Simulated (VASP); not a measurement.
Write the native input for VASP 6.6.1 that does the following.

```
Task                   : single point
Functional             : r2SCAN
Potentials or basis    : VASP PAW PBE potentials, release 64 (Zr_sv, C)
Cutoff                 : 520 eV
k mesh                 : 8 × 8 × 5
Occupations            : methfessel-paxton, width 0.1 eV
Spin                   : no spin polarisation
Dipole correction      : no
Further INCAR settings : ALGO = Normal; EDIFF = 1e-06; NBANDS = 24
```

ZrC:

```xyz
4
Lattice="3.4027 0.0000 0.0000 -1.7014 2.9469 0.0000 0.0000 0.0000 5.3076" Properties=species:S:1:pos:R:3 pbc="T T T"
Zr    0.0000    1.9646    1.3269
Zr    1.7014    0.9823    3.9807
C     0.0000    0.0000    0.0000
C     0.0000    0.0000    2.6538
```

One way to write it, as run:

POSCAR

```
ZrC
1.0
    3.4027434449      0.0000000000      0.0000000000
   -1.7013717224      2.9468628956      0.0000000000
    0.0000000000      0.0000000000      5.3076280560
Zr C
2 2
Direct
    0.3333333333      0.6666666667      0.2500000000
    0.6666666667      0.3333333333      0.7500000000
    0.0000000000      0.0000000000      0.0000000000
    0.0000000000      0.0000000000      0.5000000000
```

INCAR.step1

```
SYSTEM = ZrC
PREC = Accurate
ENCUT = 520
ISMEAR = 1
SIGMA = 0.1
LREAL = .FALSE.
LASPH = .TRUE.
NELM = 60
NBANDS = 24
GGA = PE
ALGO = Normal
EDIFF = 1E-4
LWAVE = .TRUE.
LCHARG = .FALSE.
```

INCAR.step2

```
SYSTEM = ZrC
PREC = Accurate
ENCUT = 520
EDIFF = 1E-6
ISMEAR = 1
SIGMA = 0.1
LREAL = .FALSE.
LASPH = .TRUE.
NELM = 60
ALGO = Normal
ISIF = 2
LWAVE = .FALSE.
LCHARG = .FALSE.
METAGGA = R2SCAN
LMIXTAU = .TRUE.
NBANDS = 24
ISTART = 1
```

KPOINTS

```
regular mesh
0
G
  8 8 5
  0 0 0
```

Potentials or basis: VASP PAW PBE potentials, release 64 (Zr_sv, C).

Run with:

```sh
$ cat potpaw_PBE.64/Zr_sv/POTCAR potpaw_PBE.64/C/POTCAR > POTCAR
$ cp INCAR.step1 INCAR
$ mpirun -np 1 vasp_std > vasp.out
$ cp INCAR.step2 INCAR
$ mpirun -np 1 vasp_std > vasp.out
```

It gave:

```json
{
  "Pressure": "-4.2 GPa",
  "Band gap on the k mesh": "zero (bands 16 and 17 overlap by 1.21 eV)"
}
```

Caveat: the cell stands under tension; the PAW data sets were made with another functional, which shifts forces and pressure a little.

Run time: 3.5 min on 1 thread of Intel Xeon 8259CL, with other jobs on the host, peak memory 0.19 GiB.
